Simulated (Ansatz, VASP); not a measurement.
Two plane-wave programs on AlCo2

```
Al Co
1.0
     0.00000    3.32290    3.32290
     3.32290    0.00000    3.32290
     3.32290    3.32290    0.00000
Al Co
2 4
Direct
  0.00000 0.00000 0.00000
  0.25000 0.25000 0.25000
  0.62500 0.62500 0.62500
  0.12500 0.62500 0.62500
  0.62500 0.62500 0.12500
  0.62500 0.12500 0.62500
```

Change from the starting cell: species swapped into the TbRh2 type (Fd-3m, No. 227).

Alike in both runs: functional PBE; k mesh 10 × 10 × 10; occupations gaussian, width 0.1 eV; collinear spin.

Ansatz relaxed the structure, and its values are those at the end. VASP's run is a single point on that final structure, the one shown.

```csv
,VASP,Ansatz
version,VASP 6.6.1,Ansatz 0.2.0
potentials or method,"VASP PAW PBE potentials, release 64 (Al, Co), cutoff 520 eV","scalar-relativistic, plane waves, PAW"
valence electrons in the cell,42,74
```

|  | VASP | Ansatz | Ansatz less VASP |
| --- | --- | --- | --- |
| gap on the k mesh at the Fermi level (eV) | none | none | - |
| pressure (GPa) | -0.7 | 0.0 | +0.70 |
| net moment per atom (μB) | 0.85 | 0.87 | +0.012 |
| size of the moment on the site where the two differ most (μB) | 1.32 | 1.35 | +0.036 |

Site moments also hang on the region over which each program counts them. A gap of «none» marks a metal or a gap that the smearing closes. VASP's potentials hold 42 valence electrons a cell and Ansatz's 74, so a difference there can come from the potentials and not from the codes.
